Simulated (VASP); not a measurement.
Set up this calculation in VASP 6.6.1, as the native input.

```yaml
Task: single point
Functional: PBE
Potentials_or_basis: VASP PAW PBE potentials, release 64 (Al, O)
Cutoff: 520 eV
k_mesh: 5 × 4 × 1
Occupations: gaussian, width 0.1 eV
Spin: no spin polarisation
Dipole_correction: yes
Further_INCAR_settings: LREAL = Auto; ALGO = Normal; EDIFF = 1e-07; NBANDS = 41
```

The structure of Al16O lies in POSCAR:

```
Al16O
1.0
    5.7135165838      0.0000000000      0.0000000000
    0.0000000000      8.0801326417      0.0000000000
    0.0000000000      0.0000000000     19.7432787023
Al O
16 1
Direct
    0.2500000000      0.2500000000      0.2026005944
    0.2500000000      0.7500000000      0.2026005944
    0.7500000000      0.2500000000      0.2026005944
    0.7500000000      0.7500000000      0.2026005944
    0.0000000000      0.0000000000      0.2749482104
    0.0000000000      0.5000000000      0.2749482104
    0.5000000000      0.0000000000      0.2749482104
    0.5000000000      0.5000000000      0.2749482104
    0.2500000000      0.2500000000      0.3495466405
    0.2500000000      0.7500000000      0.3495466405
    0.7500000000      0.2500000000      0.3495466405
    0.7500000000      0.7500000000      0.3495466405
    0.0000000000      0.0000000000      0.4175232912
    0.0000000000      0.5000000000      0.4175232912
    0.5000000000      0.0000000000      0.4175232912
    0.5000000000      0.5000000000      0.4175232912
    0.1666666667      0.1000000000      0.4727372556
```

These files were run (other wordings do the same):

INCAR

```
SYSTEM = Al16O
ALGO = Normal
DIPOL = 0.5 0.5 0.321
EDIFF = 1E-7
ENCUT = 520
GGA = PE
IDIPOL = 3
ISIF = 2
ISMEAR = 0
LASPH = .True.
LCHARG = .False.
LDIPOL = .True.
LREAL = Auto
LWAVE = .False.
NBANDS = 41
NELM = 100
PREC = Accurate
SIGMA = 0.1
```

KPOINTS

```
k-points
0
Gamma
  5 4 1
  0 0 0
```

Potentials or basis: VASP PAW PBE potentials, release 64 (Al, O).

Run with:

```bash
$ cat potpaw_PBE.64/Al/POTCAR potpaw_PBE.64/O/POTCAR > POTCAR
$ mpirun -np 1 vasp_std > vasp.out
```

It gave:

```json
{
 "Largest force": "2.584 eV/Å",
 "Band gap on the k mesh": "zero (bands 27 and 28 overlap by 0.66 eV)"
}
```

It took 9.4 min on 1 thread of Intel(R) Xeon(R) 6975P-C (Granite Rapids), on a shared host, peak memory 0.84 GiB.
